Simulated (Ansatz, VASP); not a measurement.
# Two plane-wave programs on Rb

```xyz
1
Lattice="-2.4938 2.4938 2.4938 2.4938 -2.4938 2.4938 2.4938 2.4938 -2.4938" Properties=species:S:1:pos:R:3 pbc="T T T"
Rb    0.0000    0.0000    0.0000
```

Change from the starting cell: volume scaled by 0.68, PAW files.

Alike in both runs: task single point; functional PBE; k mesh 10 × 10 × 10; occupations fermi-dirac, width 0.1 eV; no spin polarisation.

```csv
,VASP,Ansatz
version,VASP 6.6.1,Ansatz 0.2.0
potentials or method,"VASP PAW PBE potentials, release 64 (Rb_sv)","PAW with Ansatz's default frozen-core files, scalar-relativistic"
plane-wave cutoff (eV),520,420
valence electrons in the cell,9,9
```

```tsv
	VASP	Ansatz	Ansatz less VASP
pressure (GPa)	2.2	2.2	0.00
```

With one functional, cell and mesh, what is left measures potentials, basis and numerics.
